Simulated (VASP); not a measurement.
The system is MgO.

```
Mg O
1.0
     0.00000    2.13515    2.13515
     2.13515    0.00000    2.13515
     2.13515    2.13515    0.00000
Mg O
1 1
Direct
  0.00000 0.00000 0.00000
  0.50000 0.50000 0.50000
```

```yaml
Program: VASP 6.6.1
Task: relaxation of cell and atoms
Functional: PBE
Dispersion: D3(BJ)
Potentials_or_basis: VASP PAW PBE potentials, release 64 (Mg, O)
Cutoff: 600 eV
k_mesh: 10 × 10 × 10
Occupations: gaussian, width 0.02 eV
Spin: no spin polarisation
```

At the start: pressure -7.4 GPa; volume 9.73 Å³/atom.

Q: How do energy, volume and symmetry change on relaxing?

A: Over 3 steps the energy falls by 11.6 meV/atom and the volume is 9.25 Å³/atom (-4.9 %); space group Fm-3m (No. 225, to 0.05 Å).

Step by step:
```tsv
step	energy change (eV)	largest force (eV/Å)	pressure (GPa)	volume (Å³)
1	0.0000	0.0000	-7.41	19.47
2	-0.0211	0.0000	2.55	18.23
3	-0.0233	0.0000	0.01	18.50
```

Final structure:
```xyz
2
Lattice="0.0000 2.0993 2.0993 2.0993 0.0000 2.0993 2.0993 2.0993 0.0000" Properties=species:S:1:pos:R:3 pbc="T T T"
Mg    0.0000    0.0000    0.0000
O     2.0993    2.0993    2.0993
```
